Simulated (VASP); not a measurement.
# SnS2 (Berndtite-2T) (P-3m1) in VASP: further runs

Runs on SnS2 (Berndtite-2T). Level: PBE. Tasks: single point.

Program: VASP 6.6.1. These are calculated values, not measurements. Logs are shortened: lines on timing, memory, paths and dates and some standing lists are left out, and cuts for length are marked.

## (1) The cell of the first run

It takes space group P-3m1 (No. 164, trigonal). The conventional cell has a = 3.513 Å, b = 3.513 Å, c = 5.665 Å, α = 90.00°, β = 90.00°, γ = 120.00°. Sn (site symmetry -3m) has 6 S at 2.47 Å within 3.3 Å. Within 3.3 Å of S (site symmetry 3m) lie 3 Sn at 2.47 Å.

## (2) Single point, PBE

File INCAR:

```
SYSTEM = SnS2
PREC = Accurate
ENCUT = 500
EDIFF = 1E-6
ISMEAR = 0
SIGMA = 0.01
LREAL = .False.
LASPH = .True.
NELM = 120
ALGO = Normal
ISIF = 2
LWAVE = .False.
LCHARG = .False.
GGA = PE
NBANDS = 20
GGA_COMPAT = .False.
```

File KPOINTS:

```
regular mesh
0
Gamma
  5 5 3
  0 0 0
```

File POSCAR:

```
SnS2
1.0
    3.5134158706      0.0000000000      0.0000000000
   -1.7567079353      3.0427069689      0.0000000000
    0.0000000000      0.0000000000      5.6654917089
Sn S
1 2
Direct
    0.0000000000      0.0000000000      0.0000000000
    0.3333333333      0.6666666667      0.2500000000
    0.6666666667      0.3333333333      0.7500000000
```

Potentials or basis: VASP PAW PBE potentials, release 64 (Sn_d, S).

Run with:

```console
$ cat potpaw_PBE.64/Sn_d/POTCAR potpaw_PBE.64/S/POTCAR > POTCAR
$ mpirun -np 1 vasp_std > vasp.out
```

OUTCAR:

```text
SYSTEM = SnS2
   PREC = Accurate
   ENCUT = 500
   EDIFF = 1E-6
   ISMEAR = 0
   LREAL = .False.
   LASPH = .True.
   NELM = 120
   ISIF = 2
   GGA = PE

 ion  position               nearest neighbor table
   1  0.000  0.000  0.000-   2 2.47   3 2.47   3 2.47   2 2.47   3 2.47   2 2.47
   2  0.333  0.667  0.250-   1 2.47   1 2.47   1 2.47
   3  0.667  0.333  0.750-   1 2.47   1 2.47   1 2.47

  LATTYP: Found a hexagonal cell.
 ALAT       =     3.5134158706
 C/A-ratio  =     1.6125309151

  Lattice vectors:

 A1 = (   3.5134158706,   0.0000000000,   0.0000000000)
 A2 = (  -1.7567079353,   3.0427069689,   0.0000000000)
 A3 = (   0.0000000000,   0.0000000000,   5.6654917089)

Analysis of symmetry for initial positions (statically):
=====================================================================
 Subroutine PRICEL returns:
 Original cell was already a primitive cell.

 Routine SETGRP: Setting up the symmetry group for a
 hexagonal supercell.

 Subroutine GETGRP returns: Found 12 space group operations
 (whereof 12 operations were pure point group operations)
 out of a pool of 24 trial point group operations.

The static configuration has the point symmetry D_3d.

Analysis of symmetry for dynamics (positions and initial velocities):
=====================================================================
 Subroutine PRICEL returns:
 Original cell was already a primitive cell.

 Routine SETGRP: Setting up the symmetry group for a
 hexagonal supercell.

 Subroutine GETGRP returns: Found 12 space group operations
 (whereof 12 operations were pure point group operations)
 out of a pool of 24 trial point group operations.

The dynamic configuration has the point symmetry D_3d.

 Subroutine INISYM returns: Found 12 space group operations
 (whereof 12 operations are pure point group operations),
 and found     1 'primitive' translations

----------------------------------------------------------------------------------------

                                     Primitive cell

  volume of cell :      60.5658

  direct lattice vectors                    reciprocal lattice vectors
     3.513415871  0.000000000  0.000000000     0.284623294  0.164327359  0.000000000
    -1.756707935  3.042706969  0.000000000     0.000000000  0.328654718  0.000000000
     0.000000000  0.000000000  5.665491709     0.000000000  0.000000000  0.176507186

  length of vectors
     3.513415871  3.513415499  5.665491709     0.328654683  0.328654718  0.176507186

[... 68 lines left out ...]
   NELM   =    120;   NELMIN=  2; NELMDL= -5     # of ELM steps
   EDIFF  = 0.1E-05   stopping-criterion for ELM
   LREAL  =      F    real-space projection
   EDIFFG = 0.1E-04   stopping-criterion for IOM
   NSW    =      0    number of steps for IOM
   IBRION =     -1    ionic relax: 0-MD 1-quasi-New 2-CG
   NFREE  =      0    steps in history (QN), initial steepest desc. (CG)
   ISIF   =      2    stress and relaxation
   ISYM   =      2    0-nonsym 1-usesym 2-fastsym
   POTIM  = 0.5000    time-step for ionic-motion
   TEBEG  =    0.0;   TEEND  =   0.0 temperature during run
   PSTRESS=    0.0 pullay stress
   NELECT =      26.0000    total number of electrons
   NUPDOWN=      -1.0000    fix difference up-down
   EMIN   =  10.00;   EMAX   =-10.00  energy-range for DOS
   EFERMI =   0.00;   METHOD = LEGACY
   ISMEAR =     0;   SIGMA  =   0.01  broadening in eV -4-tet -1-fermi 0-gaus
   EFERMI_NEDOS =   21; number of points for ismear=-14 and -15
   IALGO  =     38    algorithm
   IMIX   =      4    mixing-type and parameters
     AMIX     =   0.40;   BMIX     =  1.00
     AMIX_MAG =   1.60;   BMIX_MAG =  1.00
  volume/ion in A,a.u.               =      20.19       136.24
  Fermi-wavevector in a.u.,A,eV,Ry     =   1.234971  2.333757 20.750980  1.525154
  Thomas-Fermi vector in A             =   2.369640
   LORBIT       =      0    0 simple, 1 ext, 2 COOP (PROOUT), +10 PAW based schemes
   GGA     = PE    functional components
   LHFCALC =     F    Hartree Fock is set to
   AEXX    =    0.0000 exact exchange contribution
   IVDW    =     0    specifies the selected vdW correction
   LEPSILON=     F    determine dielectric tensor
   LRPA    =     F    only Hartree local field effects (RPA)
 non-spin polarized calculation
 Gauss-broadening in eV      SIGMA  =   0.01
  energy-cutoff  :      500.00
  volume of cell :       60.57
 maximum number of plane-waves:      1548
 NGX is ok and might be reduce to    28
   NGX = 13   NGY = 13   NGZ = 21

 number of electron      26.0000001 magnetization

 Free energy of the ion-electron system (eV)
  ---------------------------------------------------
  ext. energy  EPLUGINS =         0.00000000
  ---------------------------------------------------
  free energy    TOTEN  =       -12.70283273 eV

  energy without entropy =      -12.70283273  energy(sigma->0) =      -12.70283273

 E-fermi :   6.1761     XC(G=0): -10.1534

 val. band max:        6.0948888076   @ k =   0.0000   0.0000   0.0000
 cond. band min:       7.7842910346   @ k =   0.0000   0.4000   0.3333
 fundamental gap:      1.6894022271
 Fermi energy:         6.1761001997

 k-point     1 :       0.0000    0.0000    0.0000
  band No.  band energies     occupation
      1     -14.9763      2.00000
      2     -14.9763      2.00000
      3     -14.9072      2.00000
      4     -14.8628      2.00000
      5     -14.8628      2.00000
      6      -8.6462      2.00000
[... 265 lines left out ...]
     19      15.8424      0.00000
     20      16.9416      0.00000

------------------------ aborting loop because EDIFF is reached ----------------------------------------

  FORCE on cell =-STRESS in cart. coord.  units (eV):
  Direction    XX          YY          ZZ          XY          YZ          ZX
  --------------------------------------------------------------------------------------
  -------------------------------------------------------------------------------------
  Total        6.4492666      6.4492648      5.7430463      0.0000000      0.0000000      0.0000000
  in kB      170.6057311    170.6056830    151.9237274      0.0000000      0.0000000      0.0000000
  external PRESSURE =     164.3783805 kB  Pullay stress =       0.0000000 kB

 VOLUME and BASIS-vectors are now :
 -----------------------------------------------------------------------------
  energy-cutoff  :      500.00
  volume of cell :       60.57
      direct lattice vectors                 reciprocal lattice vectors
     3.513415871  0.000000000  0.000000000     0.284623294  0.164327359  0.000000000
    -1.756707935  3.042706969  0.000000000     0.000000000  0.328654718  0.000000000
     0.000000000  0.000000000  5.665491709     0.000000000  0.000000000  0.176507186

 POSITION                                       TOTAL-FORCE (eV/Angst)
 -----------------------------------------------------------------------------------
      0.00000      0.00000      0.00000         0.000000      0.000000      0.000000
     -0.00000      2.02847      1.41637        -0.000000      0.000000      1.450511
      1.75671      1.01424      4.24912         0.000000     -0.000000     -1.450511
 -----------------------------------------------------------------------------------
    total drift:                               -0.000000     -0.000000     -0.000000

  FREE ENERGIE OF THE ION-ELECTRON SYSTEM (eV)
  ---------------------------------------------------
  free  energy   TOTEN  =       -12.7028327315 eV

  energy  without entropy=      -12.7028327315  energy(sigma->0) =      -12.70283273
```

Run time: 9.5 s. Hardware: 1 thread of Intel Xeon Platinum 8488C (Sapphire Rapids), shared host; peak memory 0.17 GiB.

Results:

| Quantity | Value |
| --- | --- |
| Free energy | -12.7028 eV |
| Pressure | 16.4 GPa |
| Largest force | 1.451 eV/Å |
| Band gap on the k mesh | 1.69 eV, indirect (least direct gap 2.30 eV) |

Forces on the atoms (eV/Å):
```
Sn   0.000  0.000  0.000
S    0.000  0.000  1.451
S    0.000  0.000 -1.451
```

Caveat: spin-orbit coupling is left out, which moves the levels of the heavy elements; forces of over 1 eV/Å act on the atoms, so gaps and moduli don't describe the material at rest.

## (3) Single point, PBE

This run uses another cell than the first one, of 20.75 Å³/atom, 1.028 times its volume.

File INCAR:

```
  PREC = Accurate
  ENCUT = 500
  EDIFF = 1E-6
  ISMEAR = 0
  SIGMA = 0.01
  LREAL = F
  LASPH = T
  NELM = 120
  ALGO = Normal
  ISIF = 2
  LWAVE = F
  LCHARG = F
  GGA = PE
  NBANDS = 20
  GGA_COMPAT = F
```

File KPOINTS:

```
regular mesh
0
Gamma
  5 5 3
```

File POSCAR:

```
SnS2
1.0
    3.5456508443      0.0000000000      0.0000000000
   -1.7728254222      3.0706232711      0.0000000000
    0.0000000000      0.0000000000      5.7174716005
Sn S
1 2
Direct
    0.0000000000      0.0000000000      0.0000000000
    0.3333333333      0.6666666667      0.2500000000
    0.6666666667      0.3333333333      0.7500000000
```

Potentials or basis: VASP PAW PBE potentials, release 64 (Sn_d, S).

Run with:

```console
$ cat potpaw_PBE.64/Sn_d/POTCAR potpaw_PBE.64/S/POTCAR > POTCAR
$ mpirun -np 1 vasp_std > vasp.out
```

Wall time 9.9 s (1 thread of Intel Xeon Platinum 8488C (Sapphire Rapids), shared host); peak memory 0.17 GiB.

Results (log left out):

* Free energy: -12.8562 eV
* Pressure: 12.7 GPa
* Largest force: 1.091 eV/Å
* Band gap on the k mesh: 1.64 eV, indirect (least direct gap 2.23 eV)

Forces in eV/Å, atoms in the order of the input:
```
Sn   0.000  0.000  0.000
S    0.000  0.000  1.091
S    0.000  0.000 -1.091
```

Stress tensor (GPa, compression positive):
```
13.23  0.00  0.00
 0.00 13.23  0.00
 0.00  0.00 11.75
```

Levels at points of the mesh, in eV from the valence-band top:
```tsv
k point	band 9	band 10	band 11	band 12	band 13	band 14	band 15	band 16	band 17	band 18
(0.00, 0.00, 0.00)	-0.73	-0.73	-0.40	-0.40	0.00	2.54	3.73	5.62	5.62	8.99
```

Caveat: spin-orbit coupling is left out, which moves the levels of the heavy elements; this functional lacks dispersion, which binds the layers, so the pressure and a relaxed spacing across them are unreliable; forces of over 1 eV/Å act on the atoms, so gaps and moduli don't describe the material at rest.

## (4) Single point, PBE

This run uses another cell than the first one, of 21.31 Å³/atom, 1.056 times its volume.

File INCAR:

```
SYSTEM = SnS2
ALGO = Normal
EDIFF = 1E-6
ENCUT = 500
GGA = PE
GGA_COMPAT = .FALSE.
ISIF = 2
ISMEAR = 0
LASPH = .TRUE.
LCHARG = .FALSE.
LREAL = .FALSE.
LWAVE = .FALSE.
NBANDS = 20
NELM = 120
PREC = Accurate
SIGMA = 0.01
```

File KPOINTS:

```
k-points
0
G
  5 5 3
  0 0 0
```

File POSCAR:

```
SnS2
1.0
    3.5773101163      0.0000000000      0.0000000000
   -1.7886550581      3.0980410011      0.0000000000
    0.0000000000      0.0000000000      5.7685231554
Sn S
1 2
Direct
    0.0000000000      0.0000000000      0.0000000000
    0.3333333333      0.6666666667      0.2500000000
    0.6666666667      0.3333333333      0.7500000000
```

Run with:

```console
$ cat potpaw_PBE.64/Sn_d/POTCAR potpaw_PBE.64/S/POTCAR > POTCAR
$ mpirun -np 1 vasp_std > vasp.out
```

It took 10 s on 1 thread of Intel Xeon Platinum 8488C (Sapphire Rapids), shared host; peak memory 0.17 GiB.

The run converged. Its results:

* Free energy: -12.9734 eV
* Pressure: 9.5 GPa
* Largest force: 0.768 eV/Å
* Band gap on the k mesh: 1.58 eV, indirect (least direct gap 2.15 eV)

Forces on the atoms (eV/Å):
```
Sn   0.000  0.000  0.000
S    0.000  0.000  0.768
S    0.000  0.000 -0.768
```

Stress tensor (GPa, compression positive):
```
9.89 0.00 0.00
0.00 9.89 0.00
0.00 0.00 8.76
```

Levels at points of the mesh, in eV from the valence-band top:
| k point | band 9 | band 10 | band 11 | band 12 | band 13 | band 14 | band 15 | band 16 | band 17 | band 18 |
| --- | --- | --- | --- | --- | --- | --- | --- | --- | --- | --- |
| (0.00, 0.00, 0.00) | -0.70 | -0.70 | -0.39 | -0.39 | 0.00 | 2.35 | 3.71 | 5.57 | 5.57 | 8.98 |

Caveat: spin-orbit coupling is left out, which moves the levels of the heavy elements; this functional lacks dispersion, which binds the layers, so the pressure and a relaxed spacing across them are unreliable. A k mesh can miss the band edges.

## (5) Single point, PBE

This run uses another cell than the first one, of 21.87 Å³/atom, 1.083 times its volume.

INCAR is that of step 4.

KPOINTS is that of step 4.

File POSCAR:

```
SnS2
1.0
    3.6084187222      0.0000000000      0.0000000000
   -1.8042093611      3.1249818403      0.0000000000
    0.0000000000      0.0000000000      5.8186867442
Sn S
1 2
Direct
    0.0000000000      0.0000000000      0.0000000000
    0.3333333333      0.6666666667      0.2500000000
    0.6666666667      0.3333333333      0.7500000000
```

Run with:

```console
$ cat potpaw_PBE.64/Sn_d/POTCAR potpaw_PBE.64/S/POTCAR > POTCAR
$ mpirun -np 1 vasp_std > vasp.out
```

Run time: 9.7 s. Hardware: 1 thread of Intel Xeon Platinum 8488C (Sapphire Rapids), shared host; peak memory 0.17 GiB.

It converged, with:

```yaml
Free_energy: -13.0588 eV
Pressure: 6.7 GPa
Largest_force: 0.477 eV/Å
Band_gap_on_the_k_mesh: 1.53 eV, indirect (least direct gap 2.08 eV)
```

Forces in eV/Å, atoms in the order of the input:
```
Sn   0.000  0.000  0.000
S    0.000  0.000  0.477
S    0.000  0.000 -0.477
```

Stress tensor (GPa, compression positive):
```
6.98 0.00 0.00
0.00 6.98 0.00
0.00 0.00 6.14
```

Levels at points of the mesh, in eV from the valence-band top:
```csv
k point,band 10,band 11,band 12,band 13,band 14,band 15,band 16,band 17
"(0.00, 0.00, 0.00)",-0.67,-0.38,-0.38,0.00,2.17,3.69,5.51,5.51
```

Caveat: spin-orbit coupling is left out, which moves the levels of the heavy elements; this functional lacks dispersion, which binds the layers, so the pressure and a relaxed spacing across them are unreliable.

## (6) Summary

```csv
cell,gap on the mesh (eV),pressure (GPa),largest force (eV/Å)
"a = 3.513, b = 3.513, c = 5.665 Å, angles 90.0, 90.0, 120.0°, 3 atoms",1.69,16.4,1.45
"a = 3.546, b = 3.546, c = 5.717 Å, angles 90.0, 90.0, 120.0°, 3 atoms",1.64,12.7,1.09
"a = 3.577, b = 3.577, c = 5.769 Å, angles 90.0, 90.0, 120.0°, 3 atoms",1.58,9.5,0.77
"a = 3.608, b = 3.608, c = 5.819 Å, angles 90.0, 90.0, 120.0°, 3 atoms",1.53,6.7,0.48
```

Alike in all rows: task single point; level PBE; potentials or basis VASP PAW PBE potentials, release 64 (Sn_d, S); no spin polarisation; k mesh 5 × 5 × 3; cutoff (eV) 500; smearing gaussian 0.01 eV.

Caveats: spin-orbit coupling is left out, which moves the levels of the heavy elements; this functional lacks dispersion, which binds the layers, so the pressure and a relaxed spacing across them are unreliable (some runs); forces of over 1 eV/Å act on the atoms, so gaps and moduli don't describe the material at rest (some runs).

Absolute energies hang on the potentials; compare differences alone.
